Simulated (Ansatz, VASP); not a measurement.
## One calculation of ReP2, two programs

```
Re P
1.0
     2.97993    0.00000    0.00000
     0.00000    2.97993    0.00000
     0.00000    0.00000    5.45846
Re P
1 2
Direct
  0.00000 0.00000 0.00000
  0.50000 0.50000 0.74565
  0.50000 0.50000 0.25435
```

Change from the starting cell: species swapped into the FeSi2 type (P4/mmm, No. 123).

Alike in both runs: functional PBE; k mesh 6 × 6 × 4; occupations gaussian, width 0.1 eV; no spin polarisation.

Ansatz relaxed the structure, and its values are those at the end. VASP's run is a single point on that final structure, the one shown.

|  | VASP | Ansatz |
| --- | --- | --- |
| version | VASP 6.6.1 | Ansatz 0.2.0 |
| potentials or method | VASP PAW PBE potentials, release 64 (Re_sv_GW, P), cutoff 560 eV | scalar-relativistic, plane waves, PAW |
| valence electrons in the cell | 25 | 25 |

|  | VASP | Ansatz | Ansatz less VASP |
| --- | --- | --- | --- |
| gap on the k mesh at the Fermi level (eV) | none | none | - |
| pressure (GPa) | -0.6 | 0.0 | +0.59 |
| rms of the force components (eV/Å) | 0.019 | 0.002 | -0.0174 |

A gap of «none» marks a metal or a gap that the smearing closes.

Spin-orbit coupling is off throughout.
